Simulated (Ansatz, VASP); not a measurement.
**InPt3 in VASP and in Ansatz**

```xyz
4
Lattice="3.9880 0.0199 0.0199 0.0199 3.9880 0.0199 0.0199 0.0199 3.9880" Properties=species:S:1:pos:R:3 pbc="T T T"
In    0.0000    0.0000    0.0000
Pt    2.0040    2.0040    0.0199
Pt    0.0199    2.0040    2.0040
Pt    2.0040    0.0199    2.0040
```

Change from the starting cell: equal xy, yz and zx shear strains of +1 %, crystal datasets.

Alike in both runs: task electric field gradients; functional PBEsol; k mesh 10 × 10 × 10; occupations fermi-dirac, width 0.05 eV; no spin polarisation.

|  | VASP | Ansatz |
| --- | --- | --- |
| version | VASP 6.6.1 | Ansatz 0.2.0 |
| potentials or method | VASP PAW PBE potentials, release 64 (In_d, Pt), cutoff 520 eV | all-electron PAW with datasets made for the crystal, scalar-relativistic |

|  | VASP | Ansatz | Ansatz less VASP |
| --- | --- | --- | --- |
| pressure (GPa) | 0.8 | 0.9 | +0.11 |
| traceless stress, the component that is largest in VASP (GPa) | -0.99 | -0.99 | +0.002 |
| size of Vzz on the site where it differs most (V/Å²) | 93.7 | 98.5 | +4.86 |

VASP's potentials were made for PBE, not for PBEsol. Ansatz ran all-electron here, and VASP with PAW potentials.

Spin-orbit coupling is off throughout.
